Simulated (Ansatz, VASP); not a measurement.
**Ga: VASP beside Ansatz**

File INCAR:

```
ALGO = Normal ; EDIFF = 1E-6
ENCUT = 520 ; GGA = PS
ISIF = 2 ; ISMEAR = -1
LASPH = T ; LCHARG = F
LREAL = F ; LWAVE = F
NBANDS = 20 ; NELM = 60
PREC = Accurate ; SIGMA = 0.03
```

KPOINTS

```
k-points
0
Gamma
  14 14 11
```

File POSCAR:

```
Ga
1.0
    1.3944302704     -4.0597783686      0.0000000000
    1.3944302704      4.0597783686      0.0000000000
   -0.1184207052      0.0000000000      3.3574513307
Ga
2
Direct
    0.8690000000      0.1310000000      0.2500000000
    0.1310000000      0.8690000000      0.7500000000
```

Input for Ansatz:

```yaml
crystal:
  lattice:
    - [1.3944302704, -4.0597783686, 0.0]
    - [1.3944302704, 4.0597783686, 0.0]
    - [-0.1184207052, 0.0, 3.3574513307]
  atoms:
    - { symbol: Ga, position: [0.869, 0.131, 0.25] }
    - { symbol: Ga, position: [0.131, 0.869, 0.75] }
kpoints:
  mp_grid: { grid: [14, 14, 11] }
scf:
  occupations: { method: fermi_dirac, width: 0.03 }
hamiltonian:
  xc: pbesol
  pseudopotentials: { kind: all_electron, lapw: { basis_error: 0.0005 } }
output:
  forces: true
  stress: true
  eigenvalues: true
```

Change from the starting cell: volume scaled by 1.025.

Alike in both runs: task single point; functional PBEsol; k mesh 14 × 14 × 11; occupations fermi-dirac, width 0.03 eV; no spin polarisation.

|  | VASP | Ansatz |
| --- | --- | --- |
| version | VASP 6.6.1 | Ansatz 0.2.0 |
| potentials or method | VASP PAW PBE potentials, release 64 (Ga_d), cutoff 520 eV | all-electron LAPW, scalar-relativistic |

```tsv
	VASP	Ansatz	Ansatz less VASP
pressure (GPa)	-3.1	-3.0	+0.05
traceless stress, the component that is largest in VASP (GPa)	-0.07	-0.07	-0.001
rms of the force components (eV/Å)	0.099	0.098	-0.0002
```

VASP's potentials were made for PBE, not for PBEsol. Atom by atom the forces differ by 0.000 eV/Å (rms over components). Ansatz ran all-electron here, and VASP with PAW potentials.
